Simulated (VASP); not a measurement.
# MoS2 (P-3m1) in VASP: a series of runs, part 2 of 2

VASP 6.6.1. Earlier steps stand in the parts before.

### 3 Single point, PBE+D3(BJ)

This run uses another cell than the first one: it holds 24 atoms, not 6.

File INCAR:

```
SYSTEM = MoS2
PREC = Accurate
ENCUT = 520
EDIFF = 1E-6
ISMEAR = 0
SIGMA = 0.01
LREAL = Auto
LASPH = .True.
NELM = 100
ALGO = Normal
ISIF = 2
LWAVE = .False.
LCHARG = .True.
GGA = PE
IVDW = 12
LELF = .True.
LVHAR = .True.
NBANDS = 122
```

File KPOINTS:

```
Automatic mesh
0
Gamma
  3 3 2
  0 0 0.5
```

File POSCAR:

```
MoS2
1.0
    3.1492851962     -5.4547219672      0.0000000000
   -6.2985703922     -0.0000000001      0.0000000000
    0.0000000000      0.0000000000    -12.0938541965
Mo S
8 16
Direct
    0.3333333333      0.1666666667      0.7502184680
    0.8333333333      0.1666666667      0.7502184680
    0.3333333333      0.6666666667      0.7502184680
    0.8333333333      0.6666666667      0.7502184680
    0.1666666667      0.3333333333      0.2497815320
    0.6666666667      0.3333333333      0.2497815320
    0.1666666667      0.8333333333      0.2497815320
    0.6666666667      0.8333333333      0.2497815320
    0.1666666667      0.3333333333      0.6207429418
    0.6666666667      0.3333333333      0.6207429418
    0.1666666667      0.8333333333      0.6207429418
    0.6666666667      0.8333333333      0.6207429418
    0.3333333333      0.1666666667      0.1203066702
    0.8333333333      0.1666666667      0.1203066702
    0.3333333333      0.6666666667      0.1203066702
    0.8333333333      0.6666666667      0.1203066702
    0.1666666667      0.3333333333      0.8796933298
    0.6666666667      0.3333333333      0.8796933298
    0.1666666667      0.8333333333      0.8796933298
    0.6666666667      0.8333333333      0.8796933298
    0.3333333333      0.1666666667      0.3792570582
    0.8333333333      0.1666666667      0.3792570582
    0.3333333333      0.6666666667      0.3792570582
    0.8333333333      0.6666666667      0.3792570582
```

Potentials or basis: VASP PAW PBE potentials, release 64 (Mo_sv, S).

Command:

```console
$ cat potpaw_PBE.64/Mo_sv/POTCAR potpaw_PBE.64/S/POTCAR > POTCAR
$ mpirun -np 1 vasp_std > vasp.out
```

Wall time 6.6 min (1 thread of Intel Xeon Platinum 8259CL at 2.50GHz (Skylake/Cascade Lake), shared host); peak memory 0.52 GiB.

The run converged. Its results:

```yaml
Free_energy: -184.6929 eV
Pressure: -0.2 GPa
Largest_force: 0.015 eV/Å
Band_gap_on_the_k_mesh: 0.98 eV
Dispersion_energy_per_atom: -0.437 eV
```

Forces on the atoms (eV/Å):
```
Mo   0.000  0.000  0.001
Mo   0.000  0.000  0.001
Mo   0.000  0.000  0.001
Mo   0.000  0.000  0.001
Mo   0.000  0.000 -0.001
Mo   0.000  0.000 -0.001
Mo   0.000  0.000 -0.001
Mo   0.000  0.000 -0.001
S    0.000  0.000 -0.010
S    0.000  0.000 -0.010
S    0.000  0.000 -0.010
S    0.000  0.000 -0.010
S    0.000  0.000 -0.015
S    0.000  0.000 -0.015
S    0.000  0.000 -0.015
S    0.000  0.000 -0.015
S    0.000  0.000  0.015
S    0.000  0.000  0.015
S    0.000  0.000  0.015
S    0.000  0.000  0.015
S    0.000  0.000  0.010
S    0.000  0.000  0.010
S    0.000  0.000  0.010
S    0.000  0.000  0.010
```

Stress tensor (GPa, compression positive):
```
-0.13  0.00  0.00
 0.00 -0.13  0.00
 0.00  0.00 -0.21
```

Levels at points of the mesh, in eV from the valence-band top:
```csv
k point,band 101,band 102,band 103,band 104,band 105,band 106,band 107,band 108
"(0.00, 0.00, 0.25)",-1.28,-1.28,-0.57,0.00,1.70,1.70,1.70,1.73
```

Caveat: a shifted mesh leaves out Γ, where band edges can lie. A k mesh can miss the band edges.

### 4 Single point, PBE+D3(BJ)

File INCAR:

```
SYSTEM = MoS2
ALGO = Normal ; EDIFF = 1E-6
ENCUT = 520 ; GGA = PE
ISIF = 2 ; ISMEAR = 1
IVDW = 12 ; LASPH = .True.
LCHARG = .False. ; LREAL = .False.
LWAVE = .False. ; NBANDS = 35
NELM = 80 ; PREC = Accurate
SIGMA = 0.02
```

File KPOINTS:

```
k-points
0
Gamma
  12 12 2
  0 0 0
```

File POSCAR:

```
MoS2
1.0
    3.1492859261      0.0000000000      0.0000000000
   -1.5746429631      2.7273616158      0.0000000000
    0.0000000000      0.0000000000     12.0938862292
Mo S
2 4
Direct
    0.6666666667      0.3333333333      0.2497827750
    0.3333333333      0.6666666667      0.7502172250
    0.3333333333      0.6666666667      0.3792579737
    0.6666666667      0.3333333333      0.8796916104
    0.3333333333      0.6666666667      0.1203083896
    0.6666666667      0.3333333333      0.6207420263
```

Potentials or basis: VASP PAW PBE potentials, release 64 (Mo_sv, S).

Command:

```console
$ cat potpaw_PBE.64/Mo_sv/POTCAR potpaw_PBE.64/S/POTCAR > POTCAR
$ mpirun -np 1 vasp_std > vasp.out
```

OUTCAR:

```text
SYSTEM = MoS2
   EDIFF = 1E-6
   ENCUT = 520
   GGA = PE
   ISIF = 2
   ISMEAR = 1
   IVDW = 12
   LASPH = .True.
   LREAL = .False.
   NELM = 80
   PREC = Accurate
 IVDW          = 12

 ion  position               nearest neighbor table
   1  0.667  0.333  0.250-   5 2.40   5 2.40   5 2.40   3 2.40   3 2.40   3 2.40
   2  0.333  0.667  0.750-   4 2.40   4 2.40   4 2.40   6 2.40   6 2.40   6 2.40
   3  0.333  0.667  0.379-   1 2.40   1 2.40   1 2.40
   4  0.667  0.333  0.880-   2 2.40   2 2.40   2 2.40
   5  0.333  0.667  0.120-   1 2.40   1 2.40   1 2.40
   6  0.667  0.333  0.621-   2 2.40   2 2.40   2 2.40

  LATTYP: Found a hexagonal cell.
 ALAT       =     3.1492859261
 C/A-ratio  =     3.8401994970

  Lattice vectors:

 A1 = (   3.1492859261,   0.0000000000,   0.0000000000)
 A2 = (  -1.5746429631,   2.7273616158,   0.0000000000)
 A3 = (   0.0000000000,   0.0000000000,  12.0938862292)

Analysis of symmetry for initial positions (statically):
=====================================================================
 Subroutine PRICEL returns:
[... 183 lines left out ...]
 cond. band min:       8.7433751618   @ k =   0.1667   0.1667   0.0000
 fundamental gap:      0.8019261729
 Fermi energy:         8.0438232606

 k-point     1 :       0.0000    0.0000    0.0000
  band No.  band energies     occupation
      1     -53.5950      2.00000
      2     -53.5950      2.00000
      3     -27.7588      2.00000
      4     -27.7586      2.00000
      5     -27.5172      2.00000
      6     -27.5172      2.00000
[... 901 lines left out ...]
     34      11.3911      0.00000
     35      14.5729      0.00000

 [... further k-points ...]

------------------------ aborting loop because EDIFF is reached ----------------------------------------

 Edisp (eV)   -2.62426

 E8    (eV) :    -1.0581

  FORCE on cell =-STRESS in cart. coord.  units (eV):
  Direction    XX          YY          ZZ          XY          YZ          ZX
  --------------------------------------------------------------------------------------
  -------------------------------------------------------------------------------------
  Total      -0.08246    -0.08246    -0.12901     0.00000     0.00000     0.00000
  in kB      -1.27192    -1.27192    -1.98985     0.00000     0.00000     0.00000
  external pressure =       -1.51 kB  Pullay stress =        0.00 kB

 VOLUME and BASIS-vectors are now :
 -----------------------------------------------------------------------------
  energy-cutoff  :      520.00
  volume of cell :      103.88
      direct lattice vectors                 reciprocal lattice vectors
     3.149285926  0.000000000  0.000000000     0.317532299  0.183327358  0.000000000
    -1.574642963  2.727361616  0.000000000     0.000000000  0.366654716  0.000000000
     0.000000000  0.000000000 12.093886229     0.000000000  0.000000000  0.082686407

 POSITION                                       TOTAL-FORCE (eV/Angst)
 -----------------------------------------------------------------------------------
      1.57464      0.90912      3.02084        -0.000000      0.000000      0.001361
     -0.00000      1.81824      9.07304         0.000000     -0.000000     -0.001361
     -0.00000      1.81824      4.58670        -0.000000     -0.000000     -0.010487
      1.57464      0.90912     10.63889        -0.000000      0.000000     -0.015194
     -0.00000      1.81824      1.45500         0.000000     -0.000000      0.015194
      1.57464      0.90912      7.50718         0.000000      0.000000      0.010487
 -----------------------------------------------------------------------------------
    total drift:                               -0.000000      0.000000      0.000000

  FREE ENERGIE OF THE ION-ELECTRON SYSTEM (eV)
  ---------------------------------------------------
  free  energy   TOTEN  =       -46.1701482509 eV

  energy  without entropy=      -46.1701482509  energy(sigma->0) =      -46.17014825
```

OSZICAR:

```text
N       E                     dE             d eps       ncg     rms          rms(c)
DAV:   1     0.446427810119E+03    0.44643E+03   -0.29395E+04  2876   0.142E+03
DAV:   2    -0.231594546722E+02   -0.46959E+03   -0.45527E+03  3163   0.370E+02
DAV:   3    -0.459787145655E+02   -0.22819E+02   -0.22392E+02  3241   0.751E+01
DAV:   4    -0.464190279724E+02   -0.44031E+00   -0.43924E+00  3180   0.106E+01
DAV:   5    -0.464272330374E+02   -0.82051E-02   -0.82076E-02  3138   0.144E+00    0.348E+01
DAV:   6    -0.443073505078E+02    0.21199E+01   -0.12042E+01  2900   0.223E+01    0.128E+01
DAV:   7    -0.439237153824E+02    0.38364E+00   -0.57376E+00  2854   0.146E+01    0.830E+00
DAV:   8    -0.435436200990E+02    0.38010E+00   -0.88943E-01  2853   0.637E+00    0.304E+00
DAV:   9    -0.435548610487E+02   -0.11241E-01   -0.10491E-01  3080   0.162E+00    0.136E+00
DAV:  10    -0.435459160490E+02    0.89450E-02   -0.35548E-02  2901   0.126E+00    0.393E-01
DAV:  11    -0.435460481761E+02   -0.13213E-03   -0.20007E-03  2955   0.239E-01    0.222E-01
DAV:  12    -0.435458829475E+02    0.16523E-03   -0.39820E-04  2972   0.116E-01    0.121E-01
DAV:  13    -0.435458803527E+02    0.25948E-05   -0.16592E-04  3040   0.656E-02    0.719E-03
DAV:  14    -0.435458832803E+02   -0.29276E-05   -0.10909E-05  2703   0.155E-02    0.178E-02
DAV:  15    -0.435458837962E+02   -0.51590E-06   -0.72349E-07  1881   0.435E-03
   1 F= -.46170148E+02 E0= -.46170148E+02  d E =0.420695E-14
```

Wall time 2.8 min (1 thread of Intel Xeon 8259CL, shared host); peak memory 0.29 GiB.

Results:

| Property | Result |
| --- | --- |
| Free energy | -46.1701 eV |
| Pressure | -0.2 GPa |
| Largest force | 0.015 eV/Å |
| Band gap on the k mesh | 0.80 eV (least direct gap 1.71 eV) |
| Dispersion energy per atom | -0.437 eV |

Forces in eV/Å, atoms in the order of the input:
```
Mo   0.000  0.000  0.001
Mo   0.000  0.000 -0.001
S    0.000  0.000 -0.010
S    0.000  0.000 -0.015
S    0.000  0.000  0.015
S    0.000  0.000  0.010
```

A k mesh can miss the band edges.

### 5 Single point, PBE+D3(BJ)

This run uses another cell than the first one, of 18.92 Å³/atom.

File INCAR:

```
SYSTEM = MoS2
PREC = Accurate
ENCUT = 520
EDIFF = 1E-6
ISMEAR = 0
SIGMA = 0.02
LREAL = .FALSE.
LASPH = .TRUE.
NELM = 80
ALGO = Normal
ISIF = 2
LWAVE = .FALSE.
LCHARG = .FALSE.
GGA = PE
IVDW = 12
NBANDS = 35
```

File KPOINTS:

```
regular mesh
0
G
  12 12 4
  0 0 0
```

File POSCAR:

```
MoS2
1.0
    3.2437982910      0.0000000000      0.0000000000
   -1.6218991455      2.8092117247      0.0000000000
    0.0000000000      0.0000000000     12.4564478906
Mo S
2 4
Direct
    0.6666666667      0.3333333333      0.2497964103
    0.3333333333      0.6666666667      0.7502035897
    0.3333333333      0.6666666667      0.3733968500
    0.6666666667      0.3333333333      0.8738023523
    0.3333333333      0.6666666667      0.1261976477
    0.6666666667      0.3333333333      0.6266031500
```

Command:

```console
$ cat potpaw_PBE.64/Mo_sv/POTCAR potpaw_PBE.64/S/POTCAR > POTCAR
$ mpirun -np 1 vasp_std > vasp.out
```

Wall time 5.7 min (1 thread of Intel Xeon 8259CL, shared host); peak memory 0.37 GiB.

Results (log left out):

| Item | Value |
| --- | --- |
| Free energy | -45.9899 eV |
| Pressure | -5.7 GPa |
| Largest force | 0.012 eV/Å |
| Band gap on the k mesh | 0.66 eV (least direct gap 1.43 eV) |
| Dispersion energy per atom | -0.399 eV |

Forces on the atoms (eV/Å):
```
Mo   0.000  0.000  0.001
Mo   0.000  0.000 -0.001
S    0.000  0.000 -0.011
S    0.000  0.000 -0.012
S    0.000  0.000  0.012
S    0.000  0.000  0.011
```

Stress tensor (GPa, compression positive):
```
-7.67  0.00  0.00
 0.00 -7.67  0.00
 0.00  0.00 -1.74
```

Levels at points of the mesh, in eV from the valence-band top:
```
           k point  band 24  band 25  band 26  band 27  band 28  band 29
(0.00, 0.00, 0.00)    -1.20    -0.93     0.00     1.84     1.84     1.86
(0.50, 0.00, 0.00)    -1.84    -1.44    -1.29     1.25     1.29     1.71
(0.00, 0.00, 0.50)    -2.37    -0.23    -0.23     1.85     1.85     1.85
(0.50, 0.00, 0.50)    -1.92    -1.36    -1.36     1.27     1.27     1.79
```

Caveat: the cell stands under tension. A k mesh can miss the band edges.

### 6 Overview

| cell | k mesh | smearing | gap on the mesh (eV) | pressure (GPa) | largest force (eV/Å) |
| --- | --- | --- | --- | --- | --- |
| a = 3.149, b = 3.149, c = 12.094 Å, angles 90.0, 90.0, 120.0°, 6 atoms, atomic positions A | 12 × 12 × 4 | gaussian 0.01 eV | 0.80 | -0.2 | 0.02 |
| a = 6.299, b = 6.299, c = 12.094 Å, angles 90.0, 90.0, 120.0°, 24 atoms, atomic positions B | 3 × 3 × 2, shifted | gaussian 0.01 eV | 0.98 | -0.2 | 0.01 |
| a = 3.149, b = 3.149, c = 12.094 Å, angles 90.0, 90.0, 120.0°, 6 atoms, atomic positions A | 12 × 12 × 2 | methfessel-paxton 0.02 eV | 0.80 | -0.2 | 0.02 |
| a = 3.244, b = 3.244, c = 12.456 Å, angles 90.0, 90.0, 120.0°, 6 atoms, atomic positions C | 12 × 12 × 4 | gaussian 0.02 eV | 0.66 | -5.7 | 0.01 |

Alike in all rows: task single point; level PBE+D3(BJ); potentials or basis VASP PAW PBE potentials, release 64 (Mo_sv, S); no spin polarisation; cutoff (eV) 520.

Caveats: a shifted mesh leaves out Γ, where band edges can lie (at least some runs); the cell stands under tension (at least some runs).

Absolute energies hang on the potentials; compare differences alone.
